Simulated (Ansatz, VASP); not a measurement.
## One calculation of Mo, two programs

```xyz
1
Lattice="-1.5566 1.5566 1.5566 1.5566 -1.5566 1.5566 1.5566 1.5566 -1.5566" Properties=species:S:1:pos:R:3 pbc="T T T"
Mo    0.0000    0.0000    0.0000
```

Alike in both runs: task single point; functional LDA; k mesh 23 × 23 × 23; occupations fermi-dirac, width 0.1 eV; no spin polarisation.

|  | VASP | Ansatz |
| --- | --- | --- |
| version | VASP 6.6.1 | Ansatz 0.2.0 |
| potentials or method | VASP PAW LDA potentials, release 64 (Mo_sv), cutoff 520 eV | plane waves (420 eV) with PAW, scalar-relativistic |
| valence electrons in the cell | 14 | 14 |

Ansatz gave:

```
pressure (GPa) : -0.4
```

**Question.** What did VASP give for the same quantities?

**Answer.** Pressure (GPa): 0.8.

Ansatz warns that its potentials were made for another functional, while VASP's fit it. LDA's correlation is that of Perdew and Zunger in VASP and of Perdew and Wang (1992) in Ansatz.
